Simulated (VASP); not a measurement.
# Ta6Si in VASP: notebook

Runs on Ta6Si. Level: PBE. Tasks: single point.

Everything below comes from runs of VASP 6.6.1. Logs are shortened: lines on timing, memory, paths and dates and some standing lists are left out, and cuts for length are marked.

## (1) The cell of the first run

The cell holds a slab with vacuum, 7 atoms: a = 4.694 Å, b = 4.694 Å, c = 21.488 Å, α = 90.00°, β = 90.00°, γ = 120.00°.

## (2) Single point, PBE, collinear spin

INCAR

```
SYSTEM = Ta6Si
PREC = Accurate
ENCUT = 400
EDIFF = 1E-6
ISMEAR = 0
SIGMA = 0.1
LREAL = .FALSE.
LASPH = .TRUE.
NELM = 200
ALGO = Normal
ISIF = 2
LWAVE = .FALSE.
LCHARG = .FALSE.
ISPIN = 2
MAGMOM = 0 0 0 0 0 0 2
LORBIT = 11
LMAXMIX = 4
LDIPOL = .TRUE.
IDIPOL = 3
DIPOL = 0.5 0.5 0.330
GGA = PE
NBANDS = 48
GGA_COMPAT = .FALSE.
NELMDL = -8
```

KPOINTS

```
Automatic mesh
0
G
  6 6 1
  0 0 0
```

POSCAR

```
Ta6Si
1.0
    4.6937283341      0.0000000000      0.0000000000
   -2.3468641670      4.0648879758      0.0000000000
    0.0000000000      0.0000000000     21.4881921123
Ta Si
6 1
Direct
    0.6666666667      0.3333333333      0.1861487453
    0.3333333333      0.6666666667      0.2307361763
    0.0000000000      0.0000000000      0.2753236074
    0.6666666667      0.3333333333      0.3164374187
    0.3333333333      0.6666666667      0.3553085563
    0.0000000000      0.0000000000      0.3950165778
    0.4444444444     -0.4444444444      0.5518468957
```

Potentials or basis: VASP PAW PBE potentials, release 64 (Ta_pv, Si).

The run is started by

```sh
cat potpaw_PBE.64/Ta_pv/POTCAR potpaw_PBE.64/Si/POTCAR > POTCAR
mpirun -np 1 vasp_std > vasp.out
```

OUTCAR:

```text
SYSTEM = Ta6Si
   PREC = Accurate
   ENCUT = 400
   EDIFF = 1E-6
   ISMEAR = 0
   LREAL = .FALSE.
   LASPH = .TRUE.
   NELM = 200
   ISIF = 2
   ISPIN = 2
   LORBIT = 11
   GGA = PE
   NELMDL = -8

 ion  position               nearest neighbor table
   1  0.667  0.333  0.186-   4 2.80   2 2.87   2 2.87   2 2.87   3 3.32   3 3.32   3 3.32
   2  0.333  0.667  0.231-   5 2.68   1 2.87   1 2.87   3 2.87   1 2.87   3 2.87   3 2.87   4 3.28
                             4 3.28   4 3.28
   3  0.000  0.000  0.275-   6 2.57   4 2.85   4 2.85   4 2.85   2 2.87   2 2.87   2 2.87   5 3.21
                             5 3.21   5 3.21   1 3.32   1 3.32   1 3.32
   4  0.667  0.333  0.316-   1 2.80   5 2.84   5 2.84   5 2.84   3 2.85   3 2.85   3 2.85   6 3.19
                             6 3.19   6 3.19   2 3.28   2 3.28   2 3.28
   5  0.333  0.667  0.355-   2 2.68   4 2.84   4 2.84   4 2.84   6 2.84   6 2.84   6 2.84   3 3.21
                             3 3.21   3 3.21
   6  0.000  0.000  0.395-   3 2.57   5 2.84   5 2.84   5 2.84   4 3.19   4 3.19   4 3.19
   7  0.444  0.556  0.552-

  LATTYP: Found a hexagonal cell.
 ALAT       =     4.6937283341
 C/A-ratio  =     4.5780647244

  Lattice vectors:

 A1 = (   4.6937283341,   0.0000000000,   0.0000000000)
 A2 = (  -2.3468641670,   4.0648879758,   0.0000000000)
 A3 = (   0.0000000000,   0.0000000000,  21.4881921123)

Analysis of symmetry for initial positions (statically):
=====================================================================
 Subroutine PRICEL returns:
 Original cell was already a primitive cell.

 Routine SETGRP: Setting up the symmetry group for a
 hexagonal supercell.

 Subroutine GETGRP returns: Found  2 space group operations
 (whereof  2 operations were pure point group operations)
 out of a pool of 24 trial point group operations.

The static configuration has the point symmetry C_1h.

Analysis of symmetry for dynamics (positions and initial velocities):
=====================================================================
 Subroutine PRICEL returns:
 Original cell was already a primitive cell.

 Routine SETGRP: Setting up the symmetry group for a
 hexagonal supercell.

 Subroutine GETGRP returns: Found  2 space group operations
 (whereof  2 operations were pure point group operations)
 out of a pool of 24 trial point group operations.

The dynamic configuration has the point symmetry C_1h.

Analysis of structural, dynamic, and magnetic symmetry:
=====================================================================
 Subroutine PRICEL returns:
 Original cell was already a primitive cell.

 Routine SETGRP: Setting up the symmetry group for a
 hexagonal supercell.

 Subroutine GETGRP returns: Found  2 space group operations
 (whereof  2 operations were pure point group operations)
 out of a pool of 24 trial point group operations.

The overall configuration has the point symmetry C_1h.

 Subroutine INISYM returns: Found  2 space group operations
 (whereof  2 operations are pure point group operations),
 and found     1 'primitive' translations

----------------------------------------------------------------------------------------

                                     Primitive cell

  volume of cell :     409.9835

  direct lattice vectors                    reciprocal lattice vectors
     4.693728334  0.000000000  0.000000000     0.213050251  0.123004620  0.000000000
    -2.346864167  4.064887976  0.000000000     0.000000000  0.246009240  0.000000000
     0.000000000  0.000000000 21.488192112     0.000000000  0.000000000  0.046537186

  length of vectors
     4.693728334  4.693728334 21.488192112     0.246009240  0.246009240  0.046537186

  position of ions in fractional coordinates (direct lattice)
     0.666666667  0.333333333  0.186148745
     0.333333333  0.666666667  0.230736176
     0.000000000  0.000000000  0.275323607
     0.666666667  0.333333333  0.316437419
     0.333333333  0.666666667  0.355308556
     0.000000000  0.000000000  0.395016578
     0.444444444  0.555555556  0.551846896

  ion indices of the primitive-cell ions
   primitive index   ion index
                 1           1
                 2           2
                 3           3
                 4           4
                 5           5
                 6           6
                 7           7

----------------------------------------------------------------------------------------

 KPOINTS: Automatic mesh

Automatic generation of k-mesh.
 Grid dimensions read from file:
 generate k-points for:    6    6    1

 Generating k-lattice:

  Cartesian coordinates                     Fractional coordinates (reciprocal lattice)
     0.035508375  0.020500770  0.000000000     0.166666667  0.000000000  0.000000000
     0.000000000  0.041001540  0.000000000     0.000000000  0.166666667  0.000000000
     0.000000000  0.000000000  0.046537186     0.000000000  0.000000000  1.000000000

  Length of vectors
     0.041001540  0.041001540  0.046537186

  Shift w.r.t. Gamma in fractional coordinates (k-lattice)
     0.000000000  0.000000000  0.000000000

 Subroutine IBZKPT returns following result:
 ===========================================

 Found     13 irreducible k-points:

 Following reciprocal coordinates:
            Coordinates               Weight
  0.000000  0.000000  0.000000      1.000000
  0.166667 -0.000000  0.000000      4.000000
 -0.166667  0.166667  0.000000      2.000000
  0.333333  0.000000  0.000000      4.000000
 -0.333333  0.333333  0.000000      2.000000
  0.500000  0.000000  0.000000      2.000000
  0.500000  0.500000  0.000000      1.000000
  0.166667  0.166667  0.000000      2.000000
 -0.166667  0.333333  0.000000      4.000000
  0.333333  0.166667  0.000000      4.000000
 -0.166667  0.500000  0.000000      4.000000
  0.500000  0.333333  0.000000      4.000000
  0.333333  0.333333  0.000000      2.000000
   k-points           NKPTS =     13   k-points in BZ     NKDIM =     13   number of bands    NBANDS=     48
   number of dos      NEDOS =    301   number of ions     NIONS =      7
   total plane-waves  NPLWV = 143360
   dimension x,y,z NGX =    32 NGY =   32 NGZ =  140
   dimension x,y,z NGXF=    64 NGYF=   64 NGZF=  280
   ions per type =               6   1
   NGX,Y,Z   is equivalent  to a cutoff of  11.33, 11.33, 10.83 a.u.
   NGXF,Y,Z  is equivalent  to a cutoff of  22.67, 22.67, 21.66 a.u.
 SYSTEM =  Ta6Si
   PREC   = accura    normal or accurate (medium, high low for compatibility)
   ISTART =      0    job   : 0-new  1-cont  2-samecut
   ICHARG =      2    charge: 1-file 2-atom 10-const
   ISPIN  =      2    spin polarized calculation?
   LNONCOLLINEAR =      F non collinear calculations
   LSORBIT =      F    spin-orbit coupling
   LASPH  =      T    aspherical Exc in radial PAW
   ENCUT  =  400.0 eV  29.40 Ry    5.42 a.u.   7.65  7.65 35.04*2*pi/ulx,y,z
   NELM   =    200;   NELMIN=  2; NELMDL= -8     # of ELM steps
   EDIFF  = 0.1E-05   stopping-criterion for ELM
   LREAL  =      F    real-space projection
   EDIFFG = 0.1E-04   stopping-criterion for IOM
   NSW    =      0    number of steps for IOM
   IBRION =     -1    ionic relax: 0-MD 1-quasi-New 2-CG
   NFREE  =      0    steps in history (QN), initial steepest desc. (CG)
   ISIF   =      2    stress and relaxation
   ISYM   =      2    0-nonsym 1-usesym 2-fastsym
   POTIM  = 0.5000    time-step for ionic-motion
   TEBEG  =    0.0;   TEEND  =   0.0 temperature during run
   PSTRESS=    0.0 pullay stress
   NELECT =      70.0000    total number of electrons
   NUPDOWN=      -1.0000    fix difference up-down
   EMIN   =  10.00;   EMAX   =-10.00  energy-range for DOS
   EFERMI =   0.00;   METHOD = LEGACY
   ISMEAR =     0;   SIGMA  =   0.10  broadening in eV -4-tet -1-fermi 0-gaus
   EFERMI_NEDOS =   21; number of points for ismear=-14 and -15
   IALGO  =     38    algorithm
   IMIX   =      4    mixing-type and parameters
     AMIX     =   0.40;   BMIX     =  1.00
     AMIX_MAG =   1.60;   BMIX_MAG =  1.00
  volume/ion in A,a.u.               =      58.57       395.24
  Fermi-wavevector in a.u.,A,eV,Ry     =   0.908208  1.716264 11.222656  0.824842
  Thomas-Fermi vector in A             =   2.032107
   LORBIT       =     11    0 simple, 1 ext, 2 COOP (PROOUT), +10 PAW based schemes
   GGA     = PE    functional components
   LHFCALC =     F    Hartree Fock is set to
   AEXX    =    0.0000 exact exchange contribution
   IVDW    =     0    specifies the selected vdW correction
   LEPSILON=     F    determine dielectric tensor
   LRPA    =     F    only Hartree local field effects (RPA)
 spin polarized calculation
 Gauss-broadening in eV      SIGMA  =   0.10
  energy-cutoff  :      400.00
  volume of cell :      409.98
 maximum number of plane-waves:      7517
 NGX is ok and might be reduce to    32
   NGX = 15   NGY = 15   NGZ = 71

 dipolmoment           0.000000      0.000000     -0.000453 electrons x Angstroem

 number of electron      69.9999996 magnetization       0.2442064

 dipolmoment           0.000000      0.000000      0.111768 electrons x Angstroem

 Free energy of the ion-electron system (eV)
  ---------------------------------------------------
  ext. energy  EPLUGINS =         0.00000000
  ---------------------------------------------------
  free energy    TOTEN  =       -66.09608991 eV

  energy without entropy =      -66.05735921  energy(sigma->0) =      -66.07672456

 E-fermi :  -0.8060     XC(G=0):  -5.2759

 val. band max:       -0.8067533450   @ k =   0.3333   0.1667   0.0000
 cond. band min:      -0.8016804047   @ k =   0.3333   0.3333   0.0000
 fundamental gap:      0.0050729403
 Fermi energy:        -0.8059960937

 spin component 1

 k-point     1 :       0.0000    0.0000    0.0000
  band No.  band energies     occupation
      1     -35.5284      1.00000
      2     -35.4160      1.00000
      3     -35.2223      1.00000
      4     -35.2130      1.00000
      5     -35.0739      1.00000
      6     -35.0688      1.00000
[... 39 lines left out ...]
     46       1.9437      0.00000
     47       2.7089      0.00000
[... 558 lines left out ...]
      6     -35.1424      1.00000
[... 39 lines left out ...]
     46       1.5262      0.00000
     47       1.7099      0.00000
 Fermi energy:        -0.8059960937

 spin component 2

 k-point     1 :       0.0000    0.0000    0.0000
  band No.  band energies     occupation
      1     -35.5394      1.00000
      2     -35.4377      1.00000
      3     -35.2368      1.00000
      4     -35.2327      1.00000
      5     -35.0896      1.00000
      6     -35.0820      1.00000
[... 39 lines left out ...]
     46       1.9648      0.00000
     47       2.7181      0.00000
[... 558 lines left out ...]
      6     -35.1576      1.00000
[... 39 lines left out ...]
     46       1.5417      0.00000
     47       1.7106      0.00000
 [bands above 47 left out]

------------------------ aborting loop because EDIFF is reached ----------------------------------------

 vacuum level on the upper side and lower side of the slab       (xc-potential included)         0.230        -0.749

  FORCE on cell =-STRESS in cart. coord.  units (eV):
  Direction    XX          YY          ZZ          XY          YZ          ZX
  --------------------------------------------------------------------------------------
  -------------------------------------------------------------------------------------
  Total       -6.7380194     -7.0566207     -6.4254615     -0.2759169      0.1627024     -0.2818088
  in kB      -26.3315503    -27.5766146    -25.1101031     -1.0782573      0.6358258     -1.1012823
  external PRESSURE =     -26.3394227 kB  Pullay stress =       0.0000000 kB

 VOLUME and BASIS-vectors are now :
 -----------------------------------------------------------------------------
  energy-cutoff  :      400.00
  volume of cell :      409.98
      direct lattice vectors                 reciprocal lattice vectors
     4.693728334  0.000000000  0.000000000     0.213050251  0.123004620  0.000000000
    -2.346864167  4.064887976  0.000000000     0.000000000  0.246009240  0.000000000
     0.000000000  0.000000000 21.488192112     0.000000000  0.000000000  0.046537186

 POSITION                                       TOTAL-FORCE (eV/Angst)
 -----------------------------------------------------------------------------------
      2.34686      1.35496      4.00000         0.039945     -0.023062      1.815316
     -0.00000      2.70993      4.95810        -0.007819      0.004514     -0.255700
      0.00000      0.00000      5.91621        -0.055303      0.031929     -1.846955
      2.34686      1.35496      6.79967         0.006696     -0.003866     -0.145793
     -0.00000      2.70993      7.63494         0.091553     -0.052858      0.605885
      0.00000      0.00000      8.48819        -0.020874      0.012051      0.891676
      0.78229      2.25827     11.85819        -0.054199      0.031292     -1.064429
 -----------------------------------------------------------------------------------
    total drift:                                0.000133     -0.000077      0.000487

  FREE ENERGIE OF THE ION-ELECTRON SYSTEM (eV)
  ---------------------------------------------------
  free  energy   TOTEN  =       -66.0960899148 eV

  energy  without entropy=      -66.0573592073  energy(sigma->0) =      -66.07672456

 vacuum level on the upper side and lower side of the slab         3.448         2.476

 total charge

# of ion       s       p       d       tot
------------------------------------------
    1        0.387   6.010   2.358   8.756
    2        0.389   6.106   2.457   8.951
    3        0.379   6.166   2.397   8.942
    4        0.371   6.171   2.344   8.886
    5        0.395   6.124   2.469   8.987
    6        0.391   6.042   2.408   8.840
    7        0.955   0.494   0.000   1.449
--------------------------------------------------
tot          3.267  37.113  14.432  54.812

 magnetization (x)

# of ion       s       p       d       tot
------------------------------------------
    1       -0.001  -0.001  -0.026  -0.027
    2       -0.000  -0.001   0.000  -0.001
    3        0.000   0.000  -0.002  -0.002
    4        0.000   0.001   0.009   0.011
    5       -0.001   0.002  -0.016  -0.015
    6       -0.001   0.001  -0.037  -0.037
    7        0.001   0.093   0.000   0.094
--------------------------------------------------
tot         -0.002   0.095  -0.071   0.022
```

Wall time 32 min (1 thread of Intel Xeon 8259CL, shared host); peak memory 0.62 GiB.

What came out:

| Property | Result |
| --- | --- |
| Free energy | -66.0961 eV |
| Largest force | 1.848 eV/Å |
| Net moment | 0.24 μB per cell |
| Site moments | Ta -0.03, -0.00, +0.01, -0.01, -0.04 (each value once); Si +0.09 μB |
| Valence electrons inside the program's atomic spheres | Ta 8.76, 8.95, 8.94, 8.89, 8.99, 8.84; Si 1.45 |

Forces on the atoms (eV/Å):
```
Ta   0.040 -0.023  1.815
Ta  -0.008  0.005 -0.256
Ta  -0.055  0.032 -1.847
Ta   0.007 -0.004 -0.146
Ta   0.092 -0.053  0.606
Ta  -0.021  0.012  0.892
Si  -0.054  0.031 -1.064
```

Levels at points of the mesh, in eV from the Fermi level:
Spin up:
| k point | band 31 | band 32 | band 33 | band 34 | band 35 | band 36 | band 37 | band 38 | band 39 | band 40 |
| --- | --- | --- | --- | --- | --- | --- | --- | --- | --- | --- |
| (0.00, 0.00, 0.00) | -0.83 | -0.81 | -0.54 | -0.31 | -0.30 | 0.21 | 0.33 | 0.33 | 1.07 | 1.11 |
| (0.50, 0.00, 0.00) | -0.95 | -0.84 | -0.77 | -0.59 | -0.19 | 0.06 | 0.40 | 0.68 | 0.72 | 1.12 |
| (0.50, 0.50, 0.00) | -0.99 | -0.83 | -0.74 | -0.39 | -0.19 | 0.05 | 0.38 | 0.65 | 0.67 | 1.05 |
Spin down:
| k point | band 33 | band 34 | band 35 | band 36 | band 37 | band 38 |
| --- | --- | --- | --- | --- | --- | --- |
| (0.00, 0.00, 0.00) | -0.39 | -0.33 | -0.30 | 0.19 | 0.32 | 0.32 |
| (0.50, 0.00, 0.00) | -0.66 | -0.55 | -0.21 | 0.13 | 0.41 | 0.74 |
| (0.50, 0.50, 0.00) | -0.67 | -0.23 | -0.21 | 0.13 | 0.41 | 0.75 |

Caveat: spin-orbit coupling is left out, which moves the levels of the heavy elements.

## (3) Single point, PBE, collinear spin

INCAR

```
SYSTEM = Ta6Si
PREC = Accurate ; ENCUT = 400
EDIFF = 1E-6 ; ISMEAR = 0
SIGMA = 0.1 ; LREAL = .FALSE.
LASPH = .TRUE. ; NELM = 200
ALGO = Normal ; ISIF = 2
LWAVE = .FALSE. ; LCHARG = .FALSE.
ISPIN = 2 ; MAGMOM = 0 0 0 0 0 0 2
LORBIT = 11 ; LMAXMIX = 4
LDIPOL = .TRUE. ; IDIPOL = 3
DIPOL = 0.5 0.5 0.320 ; GGA = PE
NBANDS = 48 ; GGA_COMPAT = .FALSE.
NELMDL = -8
```

KPOINTS

```
regular mesh
0
G
  6 6 1
  0 0 0
```

POSCAR: that of step 2 with these lines changed.

```diff
@@ -14,2 +14,2 @@
     0.0000000000      0.0000000000      0.3950165778
-    0.4444444444     -0.4444444444      0.5518468957
+    0.2222222222     -0.2222222222      0.4801796288
```

Potentials or basis: VASP PAW PBE potentials, release 64 (Ta_pv, Si).

The run is started by

```sh
cat potpaw_PBE.64/Ta_pv/POTCAR potpaw_PBE.64/Si/POTCAR > POTCAR
mpirun -np 1 vasp_std > vasp.out
```

It took 33 min on 1 thread of Intel Xeon 8259CL, shared host; peak memory 0.62 GiB.

The run converged. Its results:

```yaml
Free_energy: -68.8440 eV
Largest_force: 2.376 eV/Å
Band_gap_on_the_k_mesh: zero (filled and empty bands overlap)
Net_moment: 0.00 μB per cell
Valence_electrons_inside_the_program's_atomic_spheres: Ta 8.76, 8.96, 8.94, 8.89, 9.01 (each value once); Si 1.55
```

Forces in eV/Å, atoms in the order of the input:
```
Ta   0.025 -0.014  1.827
Ta  -0.074  0.043 -0.569
Ta  -0.031  0.018 -2.376
Ta   0.069 -0.040 -0.182
Ta  -0.377  0.218  1.623
Ta  -0.282  0.163  1.080
Si   0.670 -0.387 -1.403
```

Levels at points of the mesh, in eV from the Fermi level:
Spin up:
| k point | band 31 | band 32 | band 33 | band 34 | band 35 | band 36 | band 37 | band 38 | band 39 | band 40 |
| --- | --- | --- | --- | --- | --- | --- | --- | --- | --- | --- |
| (0.00, 0.00, 0.00) | -1.20 | -0.99 | -0.47 | -0.45 | -0.06 | 0.11 | 0.22 | 0.49 | 0.76 | 2.02 |
| (0.50, 0.00, 0.00) | -1.29 | -0.92 | -0.73 | -0.38 | -0.09 | 0.17 | 0.51 | 0.75 | 1.07 | 1.17 |
| (0.50, 0.50, 0.00) | -1.09 | -0.86 | -0.69 | -0.38 | -0.23 | 0.08 | 0.20 | 0.56 | 0.79 | 1.12 |
Spin down:
```
           k point  band 33  band 34  band 35  band 36  band 37  band 38
(0.00, 0.00, 0.00)    -0.47    -0.45    -0.06     0.11     0.22     0.49
(0.50, 0.00, 0.00)    -0.73    -0.38    -0.09     0.17     0.51     0.75
(0.50, 0.50, 0.00)    -0.69    -0.38    -0.23     0.08     0.20     0.56
```

Caveat: spin-orbit coupling is left out, which moves the levels of the heavy elements.

(Continued in part 2 of 2.)
